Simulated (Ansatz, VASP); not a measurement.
One calculation of BAs, two programs

File INCAR:

```
PREC = Accurate
ENCUT = 520
EDIFF = 1E-7
ISMEAR = 0
SIGMA = 0.012
LREAL = F
LASPH = T
NELM = 100
ALGO = Normal
ISIF = 2
LWAVE = F
LCHARG = F
GGA = PE
NBANDS = 11
```

Contents of KPOINTS:

```
regular mesh
0
Gamma
  12 8 6
```

File POSCAR:

```
BAs
1.0
    2.1275493300      0.0000000000      0.0000000000
    0.0000000000      3.1740629400      0.0000000000
    0.0000000000      0.0000000000      4.9509801800
B As
1 1
Direct
    0.0000000000      0.5000000000      0.0000000000
    0.5000000000      0.5000000000      0.5000000000
```

The input input.yaml:

```yaml
crystal:
  lattice:
    - [2.12754933, 0.0, 0.0]
    - [0.0, 3.17406294, 0.0]
    - [0.0, 0.0, 4.95098018]
  atoms:
    - { symbol: B, position: [0.0, 0.5, 0.0] }
    - { symbol: As, position: [0.5, 0.5, 0.5] }
hamiltonian:
  xc: pbe
  pseudopotentials: { kind: paw }
kpoints:
  mp_grid: { grid: [12, 8, 6] }
scf:
  occupations: { method: gaussian, width: 0.012 }
output:
  forces: true
  stress: true
  eigenvalues: true
```

Alike in both runs: task single point; functional PBE; k mesh 12 × 8 × 6; occupations gaussian, width 0.012 eV; no spin polarisation.

|  | VASP | Ansatz |
| --- | --- | --- |
| version | VASP 6.6.1 | Ansatz 0.2.0 |
| potentials or method | VASP PAW PBE potentials, release 64 (B, As) | Ansatz PAW |
| plane-wave cutoff (eV) | 520 | 420 |
| valence electrons in the cell | 8 | 18 |

Ansatz gave:

```
gap on the k mesh at the Fermi level (eV)                     : none
pressure (GPa)                                                : 5.5
traceless stress, the component that is largest in VASP (GPa) : 23.64
```

**Question.** Estimate VASP's values.

**Answer.** gap on the k mesh at the Fermi level (eV): none; pressure (GPa): 6.0; traceless stress, the component that is largest in VASP (GPa): 24.43.

A gap of «none» marks a metal or a gap that the smearing closes. VASP's potentials hold 8 valence electrons a cell and Ansatz's 18, so a difference there can come from the potentials and not from the codes.
